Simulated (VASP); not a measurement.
# Li (Cmce) in VASP: a series of runs

The runs below take Li through single point, with r2SCAN.

Program: VASP 6.6.1. These are calculated values, not measurements. Logs are shortened: lines on timing, memory, paths and dates and some standing lists are left out, and cuts for length are marked.

### Step 1. The cell of the first run

Symmetry: Cmce, No. 64, orthorhombic system. Conventional cell: a = 3.437 Å, b = 10.902 Å, c = 4.548 Å, α = 90.00°, β = 90.00°, γ = 90.00°. Within 3.0 Å of Li (site symmetry m) lie 3 Li at 2.25 to 2.29 Å.

### Step 2. Single point, r2SCAN

POSCAR reads:

```
Li
1.0
    1.7183423735     -5.4509350216      0.0000000000
    1.7183423735      5.4509350216      0.0000000000
    0.0000000000      0.0000000000      4.5476372181
Li
4
Direct
    0.0980000000      0.9020000000      0.9100000000
    0.5980000000      0.4020000000      0.5900000000
    0.9020000000      0.0980000000      0.0900000000
    0.4020000000      0.5980000000      0.4100000000
```

INCAR.step1 reads:

```
PREC = Accurate
ENCUT = 520
ISMEAR = 0
SIGMA = 0.1
LREAL = F
LASPH = T
NELM = 100
NBANDS = 14
GGA = PE
ALGO = Normal
EDIFF = 1E-4
LWAVE = T
LCHARG = F
```

INCAR.step2 reads:

```
PREC = Accurate
ENCUT = 520
EDIFF = 1E-7
ISMEAR = 0
SIGMA = 0.1
LREAL = F
LASPH = T
NELM = 100
ALGO = Normal
ISIF = 2
LWAVE = F
LCHARG = F
METAGGA = R2SCAN
LMIXTAU = T
NBANDS = 14
ISTART = 1
```

KPOINTS reads:

```
regular mesh
0
Gamma
  6 6 4
```

Potentials or basis: VASP PAW PBE potentials, release 64 (Li_sv).

On the command line:

```bash
cat potpaw_PBE.64/Li_sv/POTCAR > POTCAR
cp INCAR.step1 INCAR
mpirun -np 1 vasp_std > vasp.out
cp INCAR.step2 INCAR
mpirun -np 1 vasp_std > vasp.out
```

OUTCAR:

```text
PREC = Accurate
   ENCUT = 520
   EDIFF = 1E-7
   ISMEAR = 0
   LREAL = F
   LASPH = T
   NELM = 100
   ISIF = 2
   METAGGA = R2SCAN
   ISTART = 1

 ion  position               nearest neighbor table
   1  0.098  0.902  0.910-   2 2.25   2 2.25   3 2.29
   2  0.598  0.402  0.590-   1 2.25   1 2.25   4 2.29
   3  0.902  0.098  0.090-   4 2.25   4 2.25   1 2.29
   4  0.402  0.598  0.410-   3 2.25   3 2.25   2 2.29

  LATTYP: Found a base centered orthorhombic cell.
 ALAT       =     3.4366847470
 B/A-ratio  =     3.1722054380
 C/A-ratio  =     1.3232628399

  Lattice vectors:

 A1 = (   1.7183423735,  -5.4509350216,   0.0000000000)
 A2 = (   1.7183423735,   5.4509350216,   0.0000000000)
 A3 = (   0.0000000000,   0.0000000000,   4.5476372181)

Analysis of symmetry for initial positions (statically):
=====================================================================
 Subroutine PRICEL returns:
 Original cell was already a primitive cell.

 Routine SETGRP: Setting up the symmetry group for a
 base centered orthorhombic supercell.

 Subroutine GETGRP returns: Found  8 space group operations
 (whereof  4 operations were pure point group operations)
 out of a pool of  8 trial point group operations.

The static configuration has the point symmetry C_2h.
 The point group associated with its full space group is D_2h.

Analysis of symmetry for dynamics (positions and initial velocities):
=====================================================================
 Subroutine PRICEL returns:
 Original cell was already a primitive cell.

 Routine SETGRP: Setting up the symmetry group for a
 base centered orthorhombic supercell.

 Subroutine GETGRP returns: Found  8 space group operations
 (whereof  4 operations were pure point group operations)
 out of a pool of  8 trial point group operations.

The dynamic configuration has the point symmetry C_2h.
 The point group associated with its full space group is D_2h.

 Subroutine INISYM returns: Found  8 space group operations
 (whereof  4 operations are pure point group operations),
 and found     1 'primitive' translations

----------------------------------------------------------------------------------------

                                     Primitive cell

  volume of cell :      85.1915

  direct lattice vectors                    reciprocal lattice vectors
     1.718342374 -5.450935022  0.000000000     0.290978101 -0.091727382  0.000000000
     1.718342374  5.450935022  0.000000000     0.290978101  0.091727382  0.000000000
     0.000000000  0.000000000  4.547637218     0.000000000  0.000000000  0.219894409

  length of vectors
     5.715364653  5.715364653  4.547637218     0.305093703  0.305093703  0.219894409

  position of ions in fractional coordinates (direct lattice)
     0.098000000  0.902000000  0.910000000
     0.598000000  0.402000000  0.590000000
     0.902000000  0.098000000  0.090000000
     0.402000000  0.598000000  0.410000000

  ion indices of the primitive-cell ions
   primitive index   ion index
                 1           1
                 2           2
                 3           3
                 4           4

----------------------------------------------------------------------------------------

 KPOINTS: regular mesh

Automatic generation of k-mesh.
 Grid dimensions read from file:
 generate k-points for:    6    6    4

 Generating k-lattice:

  Cartesian coordinates                     Fractional coordinates (reciprocal lattice)
     0.048496350 -0.015287897  0.000000000     0.166666667  0.000000000  0.000000000
     0.048496350  0.015287897  0.000000000     0.000000000  0.166666667  0.000000000
     0.000000000  0.000000000  0.054973602     0.000000000  0.000000000  0.250000000

  Length of vectors
     0.050848951  0.050848951  0.054973602

  Shift w.r.t. Gamma in fractional coordinates (k-lattice)
     0.000000000  0.000000000  0.000000000

 Subroutine IBZKPT returns following result:
 ===========================================

 Found     39 irreducible k-points:

 Following reciprocal coordinates:
            Coordinates               Weight
  0.000000  0.000000  0.000000      1.000000
  0.166667  0.000000  0.000000      4.000000
  0.333333 -0.000000  0.000000      4.000000
  0.500000 -0.000000  0.000000      2.000000
  0.166667  0.166667  0.000000      2.000000
  0.333333  0.166667  0.000000      4.000000
[... 16 lines left out ...]
  0.333333  0.333333  0.250000      4.000000
  0.500000  0.333333  0.250000      8.000000
 [... further k-points ...]
   k-points           NKPTS =     39   k-points in BZ     NKDIM =     39   number of bands    NBANDS=     14
   number of dos      NEDOS =    301   number of ions     NIONS =      4
   total plane-waves  NPLWV =  82944
   dimension x,y,z NGX =    48 NGY =   48 NGZ =   36
   dimension x,y,z NGXF=    96 NGYF=   96 NGZF=   72
   ions per type =               4
   NGX,Y,Z   is equivalent  to a cutoff of  13.96, 13.96, 13.16 a.u.
   NGXF,Y,Z  is equivalent  to a cutoff of  27.92, 27.92, 26.32 a.u.
 SYSTEM =  unknown system
   PREC   = accura    normal or accurate (medium, high low for compatibility)
   ISTART =      1    job   : 0-new  1-cont  2-samecut
   ICHARG =      0    charge: 1-file 2-atom 10-const
   ISPIN  =      1    spin polarized calculation?
   LNONCOLLINEAR =      F non collinear calculations
   LSORBIT =      F    spin-orbit coupling
   LASPH  =      T    aspherical Exc in radial PAW
   ENCUT  =  520.0 eV  38.22 Ry    6.18 a.u.  10.63 10.63  8.46*2*pi/ulx,y,z
   NELM   =    100;   NELMIN=  2; NELMDL=  0     # of ELM steps
   EDIFF  = 0.1E-06   stopping-criterion for ELM
   LREAL  =      F    real-space projection
   EDIFFG = 0.1E-05   stopping-criterion for IOM
   NSW    =      0    number of steps for IOM
   IBRION =     -1    ionic relax: 0-MD 1-quasi-New 2-CG
   NFREE  =      0    steps in history (QN), initial steepest desc. (CG)
   ISIF   =      2    stress and relaxation
   ISYM   =      2    0-nonsym 1-usesym 2-fastsym
   POTIM  = 0.5000    time-step for ionic-motion
   TEBEG  =    0.0;   TEEND  =   0.0 temperature during run
   PSTRESS=    0.0 pullay stress
   NELECT =      12.0000    total number of electrons
   NUPDOWN=      -1.0000    fix difference up-down
   EMIN   =  10.00;   EMAX   =-10.00  energy-range for DOS
   EFERMI =   0.00;   METHOD = LEGACY
   ISMEAR =     0;   SIGMA  =   0.10  broadening in eV -4-tet -1-fermi 0-gaus
   EFERMI_NEDOS =   21; number of points for ismear=-14 and -15
   IALGO  =     38    algorithm
   IMIX   =      4    mixing-type and parameters
     AMIX     =   0.40;   BMIX     =  1.00
     AMIX_MAG =   1.60;   BMIX_MAG =  1.00
  volume/ion in A,a.u.               =      21.30       143.73
  Fermi-wavevector in a.u.,A,eV,Ry     =   0.851798  1.609664  9.871831  0.725559
  Thomas-Fermi vector in A             =   1.967986
   LORBIT       =      0    0 simple, 1 ext, 2 COOP (PROOUT), +10 PAW based schemes
   METAGGA = R2SCAN    functional components
   LHFCALC =     F    Hartree Fock is set to
   AEXX    =    0.0000 exact exchange contribution
   IVDW    =     0    specifies the selected vdW correction
   LEPSILON=     F    determine dielectric tensor
   LRPA    =     F    only Hartree local field effects (RPA)
 non-spin polarized calculation
 Gauss-broadening in eV      SIGMA  =   0.10
  energy-cutoff  :      520.00
  volume of cell :       85.19
 maximum number of plane-waves:      2315
 NGX is ok and might be reduce to    48
   NGX = 21   NGY = 21   NGZ = 17

 number of electron      11.9999988 magnetization

 Free energy of the ion-electron system (eV)
  ---------------------------------------------------
  ext. energy  EPLUGINS =         0.00000000
  ---------------------------------------------------
  free energy    TOTEN  =        -7.53686902 eV

  energy without entropy =       -7.53245562  energy(sigma->0) =       -7.53466232

 E-fermi :   0.4600     XC(G=0):  -7.2524

 val. band max:        0.3885279544   @ k =  -0.3333   0.3333   0.5000
 cond. band min:       0.4782501394   @ k =   0.0000   0.0000   0.2500
 fundamental gap:      0.0897221850
 Fermi energy:         0.4600311761

 k-point     1 :       0.0000    0.0000    0.0000
  band No.  band energies     occupation
      1     -48.4980      2.00000
      2     -48.4438      2.00000
      3     -48.3738      2.00000
      4     -48.3236      2.00000
      5      -3.2126      2.00000
      6       0.0139      2.00000
      7       2.1242      0.00000
      8       2.5631      0.00000
      9       3.7165      0.00000
     10       6.3296      0.00000
     11       6.7066      0.00000
     12       7.2916      0.00000
     13       8.0408      0.00000
     14       8.1946      0.00000

 k-point     2 :       0.1667    0.0000    0.0000
  band No.  band energies     occupation
      1     -48.4892      2.00000
      2     -48.4354      2.00000
      3     -48.3817      2.00000
      4     -48.3314      2.00000
      5      -2.9093      2.00000
      6       0.2190      1.99935
      7       2.4769      0.00000
      8       2.9557      0.00000
      9       3.1651      0.00000
     10       5.4888      0.00000
     11       5.8318      0.00000
     12       6.5383      0.00000
     13       7.6773      0.00000
     14       8.6875      0.00000

 k-point     3 :       0.3333   -0.0000    0.0000
  band No.  band energies     occupation
      1     -48.4656      2.00000
      2     -48.4128      2.00000
      3     -48.4035      2.00000
      4     -48.3527      2.00000
      5      -2.0033      2.00000
      6       0.8544      0.00000
      7       1.3967      0.00000
      8       3.3065      0.00000
      9       3.4951      0.00000
     10       4.2982      0.00000
     11       5.3967      0.00000
     12       6.5012      0.00000
     13       6.9710      0.00000
     14       8.6314      0.00000

 k-point     4 :       0.5000   -0.0000    0.0000
  band No.  band energies     occupation
      1     -48.4341      2.00000
      2     -48.4341      2.00000
      3     -48.3825      2.00000
      4     -48.3825      2.00000
      5      -0.5232      2.00000
      6      -0.5232      2.00000
      7       1.9338      0.00000
      8       1.9338      0.00000
      9       4.6015      0.00000
     10       4.6015      0.00000
     11       5.7988      0.00000
     12       5.7988      0.00000
     13       7.3476      0.00000
     14       7.3476      0.00000

 k-point     5 :       0.1667    0.1667    0.0000
  band No.  band energies     occupation
      1     -48.4657      2.00000
      2     -48.4128      2.00000
      3     -48.4035      2.00000
      4     -48.3527      2.00000
      5      -2.1134      2.00000
      6       1.5026      0.00000
      7       1.5545      0.00000
      8       3.0179      0.00000
      9       3.1461      0.00000
     10       3.7127      0.00000
     11       5.3744      0.00000
[... 276 lines left out ...]
 k-point    22 :      -0.1667    0.1667    0.2500
  band No.  band energies     occupation
      1     -48.4916      2.00000
      2     -48.4549      2.00000
      3     -48.3634      2.00000
      4     -48.3293      2.00000
      5      -2.7449      2.00000
      6      -0.1767      2.00000
      7       0.3256      1.94277
      8       3.0000      0.00000
      9       4.0738      0.00000
     10       6.3514      0.00000
     11       6.5882      0.00000
     12       6.6859      0.00000
     13       8.4967      0.00000
     14       9.5351      0.00000

 k-point    23 :       0.3333    0.3333    0.2500
  band No.  band energies     occupation
      1     -48.4607      2.00000
      2     -48.4300      2.00000
      3     -48.3868      2.00000
      4     -48.3570      2.00000
      5      -1.1116      2.00000
      6      -0.1887      2.00000
      7       0.7590      0.00002
      8       2.8247      0.00000
      9       3.2047      0.00000
     10       4.7031      0.00000
     11       6.2089      0.00000
     12       7.2781      0.00000
     13       7.4310      0.00000
     14       7.9197      0.00000

 k-point    24 :       0.5000    0.3333    0.2500
  band No.  band energies     occupation
      1     -48.4830      2.00000
      2     -48.4474      2.00000
      3     -48.3704      2.00000
      4     -48.3368      2.00000
      5      -1.9728      2.00000
      6      -0.9964      2.00000
      7       0.8684      0.00000
      8       2.2626      0.00000
      9       4.5887      0.00000
     10       5.7207      0.00000
     11       7.1103      0.00000
     12       7.4549      0.00000
     13       8.7025      0.00000
     14       8.9653      0.00000

 [... further k-points ...]
[... 5 lines left out ...]
  --------------------------------------------------------------------------------------
  -------------------------------------------------------------------------------------
  Total        2.6472133      0.4110687      0.5510296      0.0000000      0.0000000      0.0000000
  in kB       49.7855158      7.7308726     10.3630842      0.0000000      0.0000000      0.0000000
  external PRESSURE =      22.6264908 kB  Pullay stress =       0.0000000 kB

 VOLUME and BASIS-vectors are now :
 -----------------------------------------------------------------------------
  energy-cutoff  :      520.00
  volume of cell :       85.19
      direct lattice vectors                 reciprocal lattice vectors
     1.718342374 -5.450935022  0.000000000     0.290978101 -0.091727382  0.000000000
     1.718342374  5.450935022  0.000000000     0.290978101  0.091727382  0.000000000
     0.000000000  0.000000000  4.547637218     0.000000000  0.000000000  0.219894409

 POSITION                                       TOTAL-FORCE (eV/Angst)
 -----------------------------------------------------------------------------------
      1.71834      4.38255      4.13835         0.000000     -0.840944      1.311656
      1.71834     -1.06838      2.68311         0.000000     -0.840944     -1.311656
      1.71834     -4.38255      0.40929         0.000000      0.840944     -1.311656
      1.71834      1.06838      1.86453         0.000000      0.840944      1.311656
 -----------------------------------------------------------------------------------
    total drift:                                0.000000      0.000000      0.000000

  FREE ENERGIE OF THE ION-ELECTRON SYSTEM (eV)
  ---------------------------------------------------
  free  energy   TOTEN  =        -7.5368690226 eV

  energy  without entropy=       -7.5324556180  energy(sigma->0) =       -7.53466232
```

Wall time 3.2 min (1 thread of Intel Xeon 6975P-C (Granite Rapids), shared host); peak memory 0.29 GiB.

What came out:

```yaml
Free_energy: -7.5369 eV
Largest_force: 1.558 eV/Å
Band_gap_on_the_k_mesh: zero (bands 6 and 7 overlap by 1.54 eV)
```

Forces in eV/Å, atoms in the order of the input:
```
Li   0.000 -0.841  1.312
Li   0.000 -0.841 -1.312
Li   0.000  0.841 -1.312
Li   0.000  0.841  1.312
```

Levels at points of the mesh, in eV from the Fermi level:
| k point | band 4 | band 5 | band 6 | band 7 | band 8 | band 9 |
| --- | --- | --- | --- | --- | --- | --- |
| (0.00, 0.00, 0.00) | -48.78 | -3.67 | -0.45 | 1.66 | 2.10 | 3.26 |
| (0.50, 0.00, 0.00) | -48.84 | -0.98 | -0.98 | 1.47 | 1.47 | 4.14 |
| (0.50, 0.50, 0.00) | -48.78 | -2.92 | -2.34 | 2.30 | 3.47 | 3.78 |
| (0.00, 0.00, 0.50) | -48.80 | -2.22 | -2.22 | 1.36 | 1.36 | 3.45 |
| (0.50, 0.00, 0.50) | -48.84 | -0.55 | -0.55 | 1.75 | 1.75 | 2.71 |
| (0.50, 0.50, 0.50) | -48.80 | -1.63 | -1.63 | -0.50 | -0.50 | 6.71 |

Caveat: the cutoff is under 1.25 times the usual one of these potentials, so pressure, stress and relaxed cells hold a basis-set (Pulay) error; the PAW data sets were made with another functional, which shifts forces and pressure a little.

### Step 3. Single point, r2SCAN

This run uses another cell than the first one, of 21.46 Å³/atom.

POSCAR reads:

```
Li
1.0
    2.3296446261     -3.9483156134      0.0000000000
    2.3296446261      3.9483156134      0.0000000000
    0.0000000000      0.0000000000      4.6654869012
Li
4
Direct
    0.1525000000      0.8475000000      0.0785000000
    0.6525000000      0.3475000000      0.4215000000
    0.8475000000      0.1525000000      0.9215000000
    0.3475000000      0.6525000000      0.5785000000
```

INCAR.step1 reads:

```
ALGO = Normal ; EDIFF = 1E-4
ENCUT = 520 ; GGA = PE
ISMEAR = 0 ; LASPH = True
LCHARG = False ; LREAL = False
LWAVE = True ; NBANDS = 14
NELM = 100 ; PREC = Accurate
SIGMA = 0.1
```

INCAR.step2 reads:

```
ALGO = Normal ; EDIFF = 1E-6
ENCUT = 520 ; ISIF = 2
ISMEAR = 0 ; ISTART = 1
LASPH = True ; LCHARG = False
LMIXTAU = True ; LREAL = False
LWAVE = False ; METAGGA = R2SCAN
NBANDS = 14 ; NELM = 100
PREC = Accurate ; SIGMA = 0.1
```

KPOINTS reads:

```
k-points
0
Gamma
  4 4 4
```

Potentials or basis: VASP PAW PBE potentials, release 64 (Li_sv).

On the command line:

```bash
cat potpaw_PBE.64/Li_sv/POTCAR > POTCAR
cp INCAR.step1 INCAR
mpirun -np 1 vasp_std > vasp.out
cp INCAR.step2 INCAR
mpirun -np 1 vasp_std > vasp.out
```

Run time: 72 s. Hardware: 1 thread of Intel Xeon 6975P-C (Granite Rapids), shared host; peak memory 0.21 GiB.

It converged, with:

| Quantity | Value |
| --- | --- |
| Free energy | -8.5116 eV |
| Largest force | 0.102 eV/Å |
| Band gap on the k mesh | zero (bands 6 and 7 overlap by 1.49 eV) |

Forces in eV/Å, atoms in the order of the input:
```
Li   0.000  0.102 -0.011
Li   0.000  0.102  0.011
Li   0.000 -0.102  0.011
Li   0.000 -0.102 -0.011
```

Levels at points of the mesh, in eV from the Fermi level:
| k point | band 2 | band 3 | band 4 | band 5 | band 6 | band 7 | band 8 | band 9 | band 10 | band 11 |
| --- | --- | --- | --- | --- | --- | --- | --- | --- | --- | --- |
| (0.00, 0.00, 0.00) | -48.50 | -48.48 | -48.48 | -3.66 | 1.32 | 2.61 | 3.02 | 3.34 | 4.18 | 5.21 |
| (0.50, 0.00, 0.00) | -48.51 | -48.48 | -48.48 | -1.76 | -1.76 | 2.26 | 2.26 | 3.03 | 3.03 | 5.94 |
| (0.50, 0.50, 0.00) | -48.50 | -48.50 | -48.48 | -1.69 | -1.62 | 0.80 | 3.06 | 3.99 | 4.44 | 4.61 |
| (0.00, 0.00, 0.50) | -48.51 | -48.48 | -48.48 | -2.26 | -2.26 | 4.24 | 4.24 | 4.53 | 4.53 | 5.47 |
| (0.50, 0.00, 0.50) | -48.51 | -48.49 | -48.49 | -0.84 | -0.84 | 0.26 | 0.26 | 2.91 | 2.91 | 5.76 |
| (0.50, 0.50, 0.50) | -48.50 | -48.49 | -48.49 | -0.69 | -0.69 | 0.32 | 0.32 | 2.60 | 2.60 | 5.43 |

Caveat: the k points lie up to 0.39 Å⁻¹ apart, too coarse for converged energies and pressures of a metal; the cutoff is under 1.25 times the usual one of these potentials, so pressure, stress and relaxed cells hold a basis-set (Pulay) error; the PAW data sets were made with another functional, which shifts forces and pressure a little.
